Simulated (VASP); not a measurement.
Runs of VASP 6.6.1 on Se. The structure is that of space group Fd-3m (No. 227), or close to it. The cells are those of the table. 

```tsv
cell	k mesh	gap on the mesh (eV)	pressure (GPa)
a = 4.535 Å, angles 60.0°, 2 atoms	9 × 9 × 9	none	0.0
a = 4.411 Å, angles 60.0°, 2 atoms	10 × 10 × 10	none	3.4
a = 4.653 Å, angles 60.0°, 2 atoms	10 × 10 × 10	none	-2.3
a = 4.710 Å, angles 60.0°, 2 atoms	10 × 10 × 10	none	(a)
a = 4.535 Å, angles 60.0°, 2 atoms	10 × 10 × 10	none	0.0
```

Alike in all rows: task single point; level RPBE; potentials or basis VASP PAW PBE potentials, release 64 (Se); no spin polarisation; cutoff (eV) 520; smearing fermi-dirac 0.1 eV.

Q: Estimate the missing entries.

A: (a) -3.1.

Caveats: the PAW data sets were made with another functional, which shifts forces and pressure a little.

A k mesh can miss the band edges, and the runs leave out spin-orbit coupling on Se.

A gap of «none» marks levels without a gap at the run's occupations.
